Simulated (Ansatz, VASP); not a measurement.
**YbB: VASP beside Ansatz**

The input INCAR:

```
SYSTEM = YbB
PREC = Accurate
ENCUT = 600
EDIFF = 1E-6
ISMEAR = 0
SIGMA = 0.1
LREAL = .False.
LASPH = .True.
NELM = 80
ALGO = Normal
ISIF = 3
LWAVE = .False.
LCHARG = .False.
GGA = PE
IBRION = 2
NSW = 90
EDIFFG = -0.04
```

The input KPOINTS:

```
Automatic mesh
0
Gamma
  6 6 6
  0 0 0
```

The input POSCAR:

```
YbB
1.0
    3.0929206100      0.0000000000      0.0000000000
    0.0000000000      3.0929206100      0.0000000000
    0.0000000000      0.0000000000      3.0929206100
Yb B
1 1
Direct
    0.0000000000      0.0000000000      0.0000000000
    0.5000000000      0.5000000000      0.5000000000
```

Input for Ansatz:

```yaml
crystal:
  lattice:
    - [3.09292061, 0.0, 0.0]
    - [0.0, 3.09292061, 0.0]
    - [0.0, 0.0, 3.09292061]
  atoms:
    - { symbol: Yb, position: [0.0, 0.0, 0.0] }
    - { symbol: B, position: [0.5, 0.5, 0.5] }
basis:
  ecutwfc: 420
kpoints:
  mp_grid: { grid: [6, 6, 6] }
hamiltonian:
  xc: pbe
scf:
  occupations: { method: gaussian, width: 0.1 }
  lower_state_search: "off"
output:
  forces: true
  stress: true
  eigenvalues: true
relax:
  adjacent_minimum: "off"
  f_tol: 0.04
  max_steps: 70
  cell: { stress_tol: 0.4 }
```

Change from the starting cell: species swapped into the HfTc type (Pm-3m, No. 221).

Alike in both runs: task relaxation of cell and atoms; functional PBE; k mesh 6 × 6 × 6; occupations gaussian, width 0.1 eV; no spin polarisation.

```csv
,VASP,Ansatz
version,VASP 6.6.1,Ansatz 0.2.0
potentials or method,"VASP PAW PBE potentials, release 64 (Yb, B), cutoff 600 eV","scalar-relativistic, plane waves, PAW"
valence electrons in the cell,27,27
```

|  | VASP | Ansatz | Ansatz less VASP |
| --- | --- | --- | --- |
| gap on the k mesh at the Fermi level, each at its own relaxed structure (eV) | none | none | - |
| relaxed volume (Å³/atom) | 15.82 | 15.88 | +0.062 |
| relaxed cell length with the largest relative difference (Å) | 3.163 | 3.167 | +0.0041 |

A gap of «none» marks a metal or a gap that the smearing closes.

Spin-orbit coupling is off throughout.
